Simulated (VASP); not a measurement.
C: single point with PBE

Crystal: C.

```
C
1.0
     1.70415    0.00000    0.00000
     0.00000    1.70415    0.00000
     0.00000    0.00000    1.70415
C
1
Direct
  0.00000 0.00000 0.00000
```

* Program: VASP 6.6.1
* Task: single point
* Functional: PBE
* Potentials or basis: VASP PAW PBE potentials, release 64 (C)
* Cutoff: 520 eV
* k mesh: 21 × 21 × 21
* Occupations: fermi-dirac, width 0.08 eV
* Spin: no spin polarisation

```yaml
Pressure: 49.4 GPa
Band_gap_on_the_k_mesh: zero (band 2 reaches 23.17 eV, above the bottom of band 3 at 11.04 eV)
```

Levels at points of the mesh, in eV from the Fermi level:
| k point | band 1 | band 2 | band 3 | band 4 | band 5 | band 6 | band 7 |
| --- | --- | --- | --- | --- | --- | --- | --- |
| (0.00, 0.00, 0.00) | -24.17 | 10.17 | 10.17 | 10.17 | 26.58 | 26.58 | 34.07 |

It took 8.6 s on 1 thread of Intel Xeon 8259CL, with other jobs on the host, peak memory 0.11 GiB.
